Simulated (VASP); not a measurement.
Set up this calculation in VASP 6.6.1, as the native input.

```
Task                   : relaxation of shape and atoms at fixed volume
Functional             : PBE
Dispersion             : D3(BJ)
Potentials or basis    : VASP PAW PBE potentials, release 64 (Ti_sv, Te)
Cutoff                 : 600 eV
k mesh                 : 15 × 15 × 8
Occupations            : gaussian, width 0.1 eV
Spin                   : no spin polarisation
Dipole correction      : no
Further INCAR settings : ALGO = Normal; EDIFF = 1e-07; IBRION = 2; EDIFFG = -0.01; NSW = 50; ISIF = 4
```

The structure of TiTe2 lies in POSCAR:

```
TiTe2
1.0
    3.7607318182      0.0000000000      0.0000000000
   -1.8803659091      3.2568892914      0.0000000000
    0.0000000000      0.0000000000      6.5359012989
Ti Te
1 2
Direct
    0.0000000000      0.0000000000      0.0000000000
    0.6666666667      0.3333333333      0.2670855770
    0.3333333333      0.6666666667      0.7329144230
```

This cell differs from its parent crystal: volume scaled by 1.06.

The input as run:

INCAR

```
SYSTEM = TiTe2
ALGO = Normal
EDIFF = 1E-7
EDIFFG = -0.01
ENCUT = 600
GGA = PE
IBRION = 2
ISIF = 4
ISMEAR = 0
IVDW = 12
LASPH = .True.
LCHARG = .False.
LREAL = .False.
LWAVE = .False.
NELM = 60
NSW = 50
PREC = Accurate
SIGMA = 0.1
```

KPOINTS

```
k-points
0
Gamma
  15 15 8
  0 0 0
```

Potentials or basis: VASP PAW PBE potentials, release 64 (Ti_sv, Te).

Command:

```sh
$ cat potpaw_PBE.64/Ti_sv/POTCAR potpaw_PBE.64/Te/POTCAR > POTCAR
$ mpirun -np 1 vasp_std > vasp.out
```

It gave:

```json
{
 "Energy gained by relaxing": "2.2 meV/atom",
 "Ionic steps": "5",
 "Pressure after relaxing": "-1.9 GPa",
 "Largest force after relaxing": "0.003 eV/Å",
 "Band gap on the k mesh": "zero (band 12 reaches 7.28 eV, above the bottom of band 13 at 6.57 eV)",
 "Dispersion energy per atom": "-0.493 eV"
}
```

Caveat: spin-orbit coupling is left out, which moves the levels of the heavy elements.

Run time: 15 min on 1 thread of Intel(R) Xeon(R) Platinum 8375C CPU @ 2.90GHz (Ice Lake) (shared host), peak memory 0.46 GiB.
